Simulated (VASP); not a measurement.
Here is a VASP 6.6.1 calculation.

File INCAR:

```
ALGO = Normal
EDIFF = 1E-7
EDIFFG = -0.008
ENCUT = 450
GGA = PE
GGA_COMPAT = False
IBRION = 2
ISIF = 2
ISMEAR = 0
LASPH = True
LCHARG = False
LREAL = False
LWAVE = False
NELM = 120
NELMIN = 4
NSW = 60
PREC = Accurate
SIGMA = 0.02
```

KPOINTS

```
k-points
0
Gamma
  12 12 4
```

POSCAR

```
ZrS2
1.0
    3.6852083125      0.0000000000      0.0000000000
   -1.8426041563      3.1914840169      0.0000000000
    0.0000000000      0.0000000000      6.9606454841
Zr S
1 2
Direct
    0.0000000000      0.0000000000      0.0000000000
    0.6666666667      0.3333333333      0.7899029491
    0.3333333333      0.6666666667      0.2100970509
```

Potentials or basis: VASP PAW PBE potentials, release 64 (Zr_sv, S).

Launch:

```bash
$ cat potpaw_PBE.64/Zr_sv/POTCAR potpaw_PBE.64/S/POTCAR > POTCAR
$ mpirun -np 1 vasp_std > vasp.out
```

**Question.** Predict the energy gained by relaxing.

**Answer.** 0.6 meV/atom.

**Question.** What does it give for the band gap on the k mesh?

**Answer.** 1.14 eV (least direct gap 1.69 eV).

Step by step:
```csv
step,energy change (eV),largest force (eV/Å),pressure (GPa)
1,0.0000,0.1415,-0.66
2,-0.0014,0.0679,-0.36
3,-0.0019,0.0031,-0.09
```

Caveat: the cell differs from its parent crystal (strain along c alone, the other axes held: +3.0 %); this functional lacks dispersion, which binds layers or chains, so the pressure and a relaxed spacing across them are unreliable. A k mesh can miss the band edges.
